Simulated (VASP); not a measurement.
Input of a VASP 6.6.1 run:

Contents of INCAR:

```
SYSTEM = KNiTe3
ALGO = Normal
EDIFF = 1E-6
ENCUT = 520
GGA = PE
GGA_COMPAT = .False.
ISIF = 2
ISMEAR = -1
LASPH = .True.
LCHARG = .False.
LMAXMIX = 4
LORBIT = 11
LORBMOM = .True.
LREAL = .False.
LSORBIT = .True.
LWAVE = .False.
MAGMOM = 0 0 0 0 0 0 0 0 0 0 0 0 0 0 0
NBANDS = 52
NELM = 150
PREC = Accurate
SIGMA = 0.1
```

The input KPOINTS:

```
k-points
0
Gamma
  7 7 7
  0 0 0
```

The input POSCAR:

```
KNiTe3
1.0
    4.7745210000      0.0000000000      0.0000000000
    0.0000000000      4.7745210000      0.0000000000
    0.0000000000      0.0000000000      4.7745210000
K Ni Te
1 1 3
Direct
    0.5000000000      0.5000000000      0.5000000000
    0.0000000000      0.0000000000      0.0000000000
    0.5000000000      0.0000000000      0.0000000000
    0.0000000000      0.5000000000      0.0000000000
    0.0000000000      0.0000000000      0.5000000000
```

Potentials or basis: VASP PAW PBE potentials, release 64 (K_sv, Ni, Te).

Command:

```bash
$ cat potpaw_PBE.64/K_sv/POTCAR potpaw_PBE.64/Ni/POTCAR potpaw_PBE.64/Te/POTCAR > POTCAR
$ mpirun -np 1 vasp_ncl > vasp.out
```

Question: Estimate the pressure.

Answer: 23.8 GPa.

Question: Predict the net moment.

Answer: 0.00 μB per cell.

Moments on the atoms (μB; x, y, z):
```
K   0.00 0.00 0.00
Ni  0.00 0.00 0.00
Te  0.00 0.00 0.00
Te  0.00 0.00 0.00
Te  0.00 0.00 0.00
```

Caveat: the cell stands under pressure.
